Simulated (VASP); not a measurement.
A run of VASP 6.6.1:

The input INCAR:

```
  PREC = Accurate
  ENCUT = 520
  EDIFF = 1E-7
  ISMEAR = -1
  SIGMA = 0.05
  LREAL = F
  LASPH = T
  NELM = 100
  ALGO = Fast
  ISIF = 2
  LWAVE = F
  LCHARG = F
  GGA = PS
  NBANDS = 14
```

The input KPOINTS:

```
regular mesh
0
Gamma
  11 11 6
```

POSCAR

```
TiAl
1.0
    2.8672622327      0.0000000000      0.0000000000
   -1.4336311163      2.4831219328      0.0000000000
    0.0000000000      0.0000000000      4.6780830000
Ti Al
1 1
Direct
    0.0000000000      0.0000000000      0.0000000000
    0.3333333333      0.6666666667      0.5000000000
```

Potentials or basis: VASP PAW PBE potentials, release 64 (Ti_sv, Al).

Command:

```bash
$ cat potpaw_PBE.64/Ti_sv/POTCAR potpaw_PBE.64/Al/POTCAR > POTCAR
$ mpirun -np 1 vasp_std > vasp.out
```

Hardware: 1 thread of Intel(R) Xeon(R) Platinum 8259CL CPU @ 2.50GHz (Skylake/Cascade Lake), on a shared host.

Task: How long does it take, and how much memory?

Result: It took 88 s on 1 thread of Intel(R) Xeon(R) Platinum 8259CL CPU @ 2.50GHz (Skylake/Cascade Lake), on a shared host, peak memory 0.16 GiB. Counts: scf iterations 35, k points 64.
